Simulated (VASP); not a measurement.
Runs of VASP 6.6.1 on C. The structure is that of space group I4_1/amd (No. 141), or close to it. The cells are those of the table. 

```tsv
cell	gap on the mesh (eV)	pressure (GPa)
a = 2.484, b = 2.484, c = 2.629 Å, angles 58.1, 58.1, 63.9°, 2 atoms	1.25	0.8
a = 2.471, b = 2.471, c = 2.587 Å, angles 58.4, 58.4, 63.1°, 2 atoms	1.82	11.8
a = 2.686, b = 2.686, c = 2.519 Å, angles 62.0, 62.0, 55.9°, 2 atoms	2.50	(b)
a = 2.511, b = 2.511, c = 2.629 Å, angles 58.4, 58.4, 63.1°, 2 atoms	1.80	-9.1
a = 2.387, b = 2.387, c = 2.499 Å, angles 58.4, 58.4, 63.1°, 2 atoms	1.86	70.9
a = 2.451, b = 2.451, c = 2.566 Å, angles 58.4, 58.4, 63.1°, 2 atoms	1.83	(a)
a = 2.647, b = 2.647, c = 2.483 Å, angles 62.0, 62.0, 55.9°, 2 atoms	2.55	-25.4
a = 2.538, b = 2.538, c = 2.628 Å, angles 58.8, 58.8, 62.4°, 2 atoms	2.33	-18.0
```

Alike in all rows: task single point; level PBE; potentials or basis VASP PAW PBE potentials, release 64 (C); no spin polarisation; k mesh 12 × 12 × 12; cutoff (eV) 520; smearing gaussian 0.05 eV.

**Question.** Fill in the values left out.

**Answer.** (a) 24.2; (b) -38.6.

A k mesh can miss the band edges.
